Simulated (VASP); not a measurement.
# Cd3SO2 (Pm) in VASP: a series of runs

The runs below take Cd3SO2 through relaxation of cell and atoms, single point, with PBE.

All numbers are computed with VASP 6.6.1; they aren't measurements. Logs are shortened: lines on timing, memory, paths and dates and some standing lists are left out, and cuts for length are marked.

### Step 1. The cell of the first run

Symmetry: Pm, No. 6, monoclinic system. Conventional cell: a = 4.776 Å, b = 3.392 Å, c = 5.688 Å, α = 90.00°, β = 92.42°, γ = 90.00°. Within 3.0 Å of Cd (site symmetry m) lie 3 O at 2.27 to 2.33 Å and 1 S at 2.36 Å. Within 3.4 Å of Cd (site symmetry m) lie 3 O at 2.29 to 2.30 Å and 8 Cd at 2.55 to 3.39 Å and 4 S at 3.21 to 3.22 Å. Cd (site symmetry m) has 3 O at 2.28 to 2.30 Å and 8 Cd at 2.55 to 3.39 Å and 4 S at 3.30 to 3.38 Å within 3.4 Å. S (site symmetry m) has 10 Cd at 2.36 to 3.38 Å and 3 O at 2.37 to 2.43 Å and 2 S at 3.39 Å within 3.4 Å. Within 3.0 Å of O (site symmetry m) lie 5 Cd at 2.27 to 2.30 Å and 1 S at 2.37 Å. Within 3.0 Å of O (site symmetry m) lie 4 Cd at 2.28 to 2.33 Å and 2 S at 2.43 Å.

The cell was generated, and may not be a known phase.

### Step 2. Relaxation of cell and atoms, PBE

Contents of INCAR:

```
PREC = Accurate ; ENCUT = 600
EDIFF = 1E-6 ; ISMEAR = 0
SIGMA = 0.15 ; LREAL = False
LASPH = True ; NELM = 100
ALGO = Normal ; ISIF = 3
LWAVE = False ; LCHARG = False
GGA = PE ; IBRION = 2
NSW = 36 ; EDIFFG = -0.08
```

Contents of KPOINTS:

```
Automatic mesh
0
Gamma
  3 4 2
```

Contents of POSCAR:

```
Cd3SO2
1.0
    4.7759729400      0.0000000000      0.0000000000
    0.0000000000      3.3922133000      0.0000000000
   -0.2402677300      0.0000000000      5.6827978200
Cd S O
3 1 2
Direct
    0.3042250000      0.5000000000      0.8666930200
    0.2089150000      0.0000000000      0.3682630100
    0.7885080000      0.0000000000      0.6304310000
    0.6958349900      0.5000000000      0.1349670000
    0.4918830100      0.5000000000      0.5072479800
    0.0106330000      0.0000000000      0.9923970100
```

Potentials or basis: VASP PAW PBE potentials, release 64 (Cd, S, O).

The run is started by

```bash
$ cat potpaw_PBE.64/Cd/POTCAR potpaw_PBE.64/S/POTCAR potpaw_PBE.64/O/POTCAR > POTCAR
$ mpirun -np 1 vasp_std > vasp.out
```

OUTCAR:

```text
PREC = Accurate
   ENCUT = 600
   EDIFF = 1E-6
   ISMEAR = 0
   LREAL = False
   LASPH = True
   NELM = 100
   ISIF = 3
   GGA = PE
   IBRION = 2
   NSW = 36
   EDIFFG = -0.08

 ion  position               nearest neighbor table
   1  0.304  0.500  0.867-   5 2.27   6 2.33   6 2.33   4 2.36   3 3.21   3 3.21   3 3.24   3 3.24
                             2 3.32   2 3.32   2 3.37   2 3.37
   2  0.209  0.000  0.368-   5 2.29   5 2.29   6 2.30   3 2.55   3 3.09   4 3.21   4 3.21   4 3.22
                             4 3.22   1 3.32   1 3.32   1 3.37   1 3.37
   3  0.789  0.000  0.630-   6 2.28   5 2.30   5 2.30   2 2.55   2 3.09   1 3.21   1 3.21   1 3.24
                             1 3.24
   4  0.696  0.500  0.135-   1 2.36   5 2.37   2 3.21   2 3.21   2 3.22   2 3.22
   5  0.492  0.500  0.507-   1 2.27   2 2.29   2 2.29   3 2.30   3 2.30   4 2.37
   6  0.011  0.000  0.992-   3 2.28   2 2.30   1 2.33   1 2.33

  LATTYP: Found a simple monoclinic cell.
 ALAT       =     4.7759729400
 B/A-ratio  =     0.7102664405
 C/A-ratio  =     1.1909353053
 COS(beta)  =    -0.0422420920

  Lattice vectors:

 A1 = (   4.7759729400,   0.0000000000,   0.0000000000)
 A2 = (   0.0000000000,   3.3922133000,   0.0000000000)
 A3 = (  -0.2402677300,   0.0000000000,   5.6827978200)

Analysis of symmetry for initial positions (statically):
=====================================================================
 Subroutine PRICEL returns:
 Original cell was already a primitive cell.

 Routine SETGRP: Setting up the symmetry group for a
 simple monoclinic supercell.

 Subroutine GETGRP returns: Found  2 space group operations
 (whereof  2 operations were pure point group operations)
 out of a pool of  4 trial point group operations.

The static configuration has the point symmetry C_1h.

Analysis of symmetry for dynamics (positions and initial velocities):
=====================================================================
 Subroutine PRICEL returns:
 Original cell was already a primitive cell.

 Routine SETGRP: Setting up the symmetry group for a
 simple monoclinic supercell.

 Subroutine GETGRP returns: Found  2 space group operations
 (whereof  2 operations were pure point group operations)
 out of a pool of  4 trial point group operations.

The dynamic configuration has the point symmetry C_1h.

 Subroutine INISYM returns: Found  2 space group operations
 (whereof  2 operations are pure point group operations),
 and found     1 'primitive' translations

----------------------------------------------------------------------------------------

                                     Primitive cell

  volume of cell :      92.0677

  direct lattice vectors                    reciprocal lattice vectors
     4.775972940  0.000000000  0.000000000     0.209381421  0.000000000  0.008852611
     0.000000000  3.392213300  0.000000000     0.000000000  0.294792783  0.000000000
    -0.240267730  0.000000000  5.682797820     0.000000000  0.000000000  0.175969660

  length of vectors
     4.775972940  3.392213300  5.687874792     0.209568481  0.294792783  0.175969660

  position of ions in fractional coordinates (direct lattice)
     0.304225000  0.500000000  0.866693020
     0.208915000  0.000000000  0.368263010
     0.788508000  0.000000000  0.630431000
     0.695834990  0.500000000  0.134967000
     0.491883010  0.500000000  0.507247980
     0.010633000  0.000000000  0.992397010

  ion indices of the primitive-cell ions
   primitive index   ion index
                 1           1
                 2           2
                 3           3
                 4           4
                 5           5
                 6           6

----------------------------------------------------------------------------------------

 KPOINTS: Automatic mesh

Automatic generation of k-mesh.
 Grid dimensions read from file:
 generate k-points for:    3    4    2

 Generating k-lattice:

  Cartesian coordinates                     Fractional coordinates (reciprocal lattice)
     0.069793807  0.000000000  0.002950870     0.333333333  0.000000000 -0.000000000
     0.000000000  0.073698196  0.000000000     0.000000000  0.250000000  0.000000000
     0.000000000  0.000000000  0.087984830     0.000000000  0.000000000  0.500000000

  Length of vectors
     0.069856160  0.073698196  0.087984830

  Shift w.r.t. Gamma in fractional coordinates (k-lattice)
     0.000000000  0.000000000  0.000000000

 Subroutine IBZKPT returns following result:
 ===========================================

 Found     12 irreducible k-points:

 Following reciprocal coordinates:
            Coordinates               Weight
  0.000000  0.000000  0.000000      1.000000
  0.333333  0.000000 -0.000000      2.000000
  0.000000  0.250000  0.000000      2.000000
  0.333333  0.250000 -0.000000      4.000000
  0.000000  0.500000  0.000000      1.000000
  0.333333  0.500000 -0.000000      2.000000
  0.000000  0.000000  0.500000      1.000000
  0.333333  0.000000  0.500000      2.000000
  0.000000  0.250000  0.500000      2.000000
  0.333333  0.250000  0.500000      4.000000
  0.000000  0.500000  0.500000      1.000000
  0.333333  0.500000  0.500000      2.000000
   k-points           NKPTS =     12   k-points in BZ     NKDIM =     12   number of bands    NBANDS=     32
   number of dos      NEDOS =    301   number of ions     NIONS =      6
   total plane-waves  NPLWV =  53760
   dimension x,y,z NGX =    40 NGY =   28 NGZ =   48
   dimension x,y,z NGXF=    80 NGYF=   56 NGZF=   96
   ions per type =               3   1   2
   NGX,Y,Z   is equivalent  to a cutoff of  13.92, 13.72, 14.03 a.u.
   NGXF,Y,Z  is equivalent  to a cutoff of  27.85, 27.44, 28.06 a.u.
 SYSTEM =  unknown system
   PREC   = accura    normal or accurate (medium, high low for compatibility)
   ISTART =      0    job   : 0-new  1-cont  2-samecut
   ICHARG =      2    charge: 1-file 2-atom 10-const
   ISPIN  =      1    spin polarized calculation?
   LNONCOLLINEAR =      F non collinear calculations
   LSORBIT =      F    spin-orbit coupling
   LASPH  =      T    aspherical Exc in radial PAW
   ENCUT  =  600.0 eV  44.10 Ry    6.64 a.u.   9.54  6.78 11.36*2*pi/ulx,y,z
   NELM   =    100;   NELMIN=  2; NELMDL= -5     # of ELM steps
   EDIFF  = 0.1E-05   stopping-criterion for ELM
   LREAL  =      F    real-space projection
   EDIFFG = -.8E-01   stopping-criterion for IOM
   NSW    =     36    number of steps for IOM
   IBRION =      2    ionic relax: 0-MD 1-quasi-New 2-CG
   NFREE  =      1    steps in history (QN), initial steepest desc. (CG)
   ISIF   =      3    stress and relaxation
   ISYM   =      2    0-nonsym 1-usesym 2-fastsym
   POTIM  = 0.5000    time-step for ionic-motion
   TEBEG  =    0.0;   TEEND  =   0.0 temperature during run
   PSTRESS=    0.0 pullay stress
   NELECT =      54.0000    total number of electrons
   NUPDOWN=      -1.0000    fix difference up-down
   EMIN   =  10.00;   EMAX   =-10.00  energy-range for DOS
   EFERMI =   0.00;   METHOD = LEGACY
   ISMEAR =     0;   SIGMA  =   0.15  broadening in eV -4-tet -1-fermi 0-gaus
   EFERMI_NEDOS =   21; number of points for ismear=-14 and -15
   IALGO  =     38    algorithm
   IMIX   =      4    mixing-type and parameters
     AMIX     =   0.40;   BMIX     =  1.00
     AMIX_MAG =   1.60;   BMIX_MAG =  1.00
  volume/ion in A,a.u.               =      15.34       103.55
  Fermi-wavevector in a.u.,A,eV,Ry     =   1.370367  2.589619 25.550473  1.877907
  Thomas-Fermi vector in A             =   2.496160
   LORBIT       =      0    0 simple, 1 ext, 2 COOP (PROOUT), +10 PAW based schemes
   GGA     = PE    functional components
   LHFCALC =     F    Hartree Fock is set to
   AEXX    =    0.0000 exact exchange contribution
   IVDW    =     0    specifies the selected vdW correction
   LEPSILON=     F    determine dielectric tensor
   LRPA    =     F    only Hartree local field effects (RPA)
 conjugate gradient relaxation of ions
 non-spin polarized calculation
 Gauss-broadening in eV      SIGMA  =   0.15
  energy-cutoff  :      600.00
  volume of cell :       92.07
 maximum number of plane-waves:      3099
 NGX is ok and might be reduce to    40
   NGX = 19   NGY = 13   NGZ = 23

--------------------------------------- Ionic step        1  -------------------------------------------

 number of electron      53.9999990 magnetization

 Free energy of the ion-electron system (eV)
  ---------------------------------------------------
  ext. energy  EPLUGINS =         0.00000000
  ---------------------------------------------------
  free energy    TOTEN  =       -16.64989359 eV

  energy without entropy =      -16.61285645  energy(sigma->0) =      -16.63137502

------------------------ aborting loop because EDIFF is reached ----------------------------------------

  FORCE on cell =-STRESS in cart. coord.  units (eV):
  Direction    XX          YY          ZZ          XY          YZ          ZX
  --------------------------------------------------------------------------------------
  -------------------------------------------------------------------------------------
  Total       11.0405748      4.0526552      8.5844867      0.0000000      0.0000000     -2.1359460
  in kB      192.1299413     70.5249886    149.3886832      0.0000000      0.0000000    -37.1700913
  external PRESSURE =     137.3478710 kB  Pullay stress =       0.0000000 kB
[... 101 lines left out ...]
  FREE ENERGIE OF THE ION-ELECTRON SYSTEM (eV)
  ---------------------------------------------------
  free  energy   TOTEN  =       -17.5121954245 eV

  energy  without entropy=      -17.4767914554  energy(sigma->0) =      -17.49449344

 E-fermi :   2.2978     XC(G=0):  -9.9699

 val. band max:        2.0793341857   @ k =   0.0000   0.2500   0.0000
 cond. band min:       2.4056933216   @ k =   0.3333   0.0000  -0.0000
 fundamental gap:      0.3263591359
 Fermi energy:         2.2977724603

 k-point     1 :       0.0000    0.0000    0.0000
  band No.  band energies     occupation
      1     -16.3404      2.00000
      2     -16.0805      2.00000
      3     -10.0265      2.00000
      4      -6.9816      2.00000
      5      -6.7313      2.00000
      6      -6.7221      2.00000
[... 409 lines left out ...]
     31       6.4239      0.00000
     32       6.4915      0.00000

[... ionic steps 4 to 29 ...]

--------------------------------------- Ionic step       30  -------------------------------------------

 number of electron      54.0000011 magnetization

------------------------ aborting loop because EDIFF is reached ----------------------------------------
[... 75 lines left out ...]
--------------------------------------- Ionic step       32  -------------------------------------------

 number of electron      54.0000012 magnetization

 Free energy of the ion-electron system (eV)
  ---------------------------------------------------
  ext. energy  EPLUGINS =         0.00000000
  ---------------------------------------------------
  free energy    TOTEN  =       -20.79820899 eV

  energy without entropy =      -20.78732779  energy(sigma->0) =      -20.79276839

 E-fermi :   1.8846     XC(G=0): -10.2451

 val. band max:        1.8632698000   @ k =   0.0000   0.0000   0.0000
 cond. band min:       3.0931171317   @ k =   0.3333   0.0000  -0.0000
 fundamental gap:      1.2298473316
 Fermi energy:         1.8845562104

 k-point     1 :       0.0000    0.0000    0.0000
  band No.  band energies     occupation
      1     -15.4624      2.00000
      2     -15.1774      2.00000
      3     -10.5692      2.00000
      4      -6.1735      2.00000
      5      -5.9834      2.00000
      6      -5.9794      2.00000
[... 442 lines left out ...]
  FREE ENERGIE OF THE ION-ELECTRON SYSTEM (eV)
  ---------------------------------------------------
  free  energy   TOTEN  =       -20.7982089941 eV

  energy  without entropy=      -20.7873277918  energy(sigma->0) =      -20.79276839

 reached required accuracy - stopping structural energy minimisation
```

Run time: 25 min. Hardware: 1 thread of Intel Xeon 8259CL, shared host; peak memory 0.25 GiB.

What came out:

- Free energy: -20.7982 eV
- Relaxed volume: 17.83 Å³/atom
- Relaxed cell: a = 5.775 Å, b = 3.481 Å, c = 5.948 Å, α = 90.00°, β = 116.56°, γ = 90.00°
- Space group after relaxing (to 0.1 Å): Pm (No. 6)
- Energy gained by relaxing: 691.4 meV/atom
- Ionic steps: 32
- Pressure after relaxing: -0.1 GPa
- Largest force after relaxing: 0.056 eV/Å
- Band gap on the k mesh: 0.02 eV (least direct gap 0.69 eV)

Forces on the atoms (eV/Å):
```
Cd  -0.035  0.000  0.044
Cd   0.037  0.000 -0.008
Cd  -0.005  0.000 -0.012
S    0.002  0.000  0.009
O   -0.012  0.000 -0.026
O    0.014  0.000 -0.007
```

Step by step:
| step | energy change (eV) | largest force (eV/Å) | pressure (GPa) | volume (Å³) |
| --- | --- | --- | --- | --- |
| 1 | 0.0000 | 1.7410 | 13.73 | 92.07 |
| 2 | -0.8503 | 1.4377 | -4.13 | 110.62 |
| 3 | -0.8623 | 1.4321 | -2.66 | 108.05 |
| 4 | -1.1807 | 1.2166 | -1.10 | 106.60 |
| 5 | -1.6246 | 1.6033 | 5.52 | 102.59 |
| 6 | -1.7840 | 1.6666 | 4.90 | 103.89 |
| 7 | -2.1126 | 2.2057 | 3.46 | 107.63 |
| 8 | -1.9791 | 3.5220 | 1.35 | 114.39 |
| 9 | -2.1867 | 2.7372 | 2.82 | 110.28 |
| 10 | -2.4737 | 1.5807 | -0.88 | 113.91 |
| 11 | -2.5777 | 1.2476 | -3.73 | 117.54 |
| 12 | -2.7388 | 1.2895 | -2.11 | 114.53 |
| 13 | -2.8650 | 1.3136 | 2.12 | 108.78 |
| 14 | -2.9893 | 1.2419 | 2.33 | 108.03 |
| 15 | -3.2527 | 1.7733 | 3.31 | 105.78 |
| 16 | -3.1612 | 2.6249 | 7.40 | 101.34 |
| 17 | -3.3239 | 2.1430 | 4.52 | 104.09 |
| 18 | -3.5523 | 1.6379 | 1.47 | 106.52 |
| 19 | -3.7213 | 0.9322 | -3.32 | 111.73 |
| 20 | -3.8714 | 0.9330 | -1.76 | 109.60 |
| 21 | -3.9351 | 1.1741 | 0.38 | 107.15 |
| 22 | -4.0286 | 0.8866 | -0.08 | 107.22 |
| 23 | -4.0970 | 0.3740 | -0.62 | 107.34 |
| 24 | -4.0997 | 0.3300 | -0.57 | 107.32 |
| 25 | -4.1152 | 0.2352 | 0.38 | 106.30 |
| 26 | -4.1195 | 0.1877 | 1.21 | 105.44 |
| 27 | -4.1298 | 0.2038 | 0.71 | 105.99 |
| 28 | -4.1375 | 0.2408 | -0.42 | 107.23 |
| 29 | -4.1378 | 0.2356 | -0.26 | 107.05 |
| 30 | -4.1419 | 0.1884 | -0.15 | 106.95 |
| 31 | -4.1468 | 0.1090 | 0.18 | 106.66 |
| 32 | -4.1483 | 0.0564 | -0.09 | 106.97 |

Final structure:
```
Cd S O
1.0
     5.66864    0.00000   -1.10558
     0.00000    3.48132    0.00000
    -1.59237    0.00000    5.73082
Cd S O
3 1 2
Direct
  0.34150 0.50000 0.88266
  0.12670 0.00000 0.28805
  0.71692 0.00000 0.59552
  0.78053 0.50000 0.27219
  0.42222 0.50000 0.55214
  0.11212 0.00000 0.90943
```

Levels at points of the mesh, in eV from the valence-band top:
```tsv
k point	band 25	band 26	band 27	band 28	band 29	band 30
(0.00, 0.00, 0.00)	-1.01	-0.81	-0.67	0.02	4.30	4.61
(0.00, 0.50, 0.00)	-2.34	-1.62	-0.53	2.69	3.92	4.02
(0.00, 0.00, 0.50)	-1.47	-1.31	0.00	1.64	2.67	4.07
(0.00, 0.50, 0.50)	-1.89	-1.33	-0.56	2.35	3.30	4.72
```

Caveat: the k points lie up to 0.55 Å⁻¹ apart in the final cell; the volume moved by over 15 % at a fixed basis, so the end points are rough; the smearing spreads over this small gap; semilocal functionals underestimate gaps, and a narrow one can read as zero; the relaxation stopped at a loose force limit of 0.08 eV/Å, so its end isn't a converged minimum.

[end of part 1 of 2]

The gap in the log of VASP goes by the Fermi energy; the results here count the filled bands.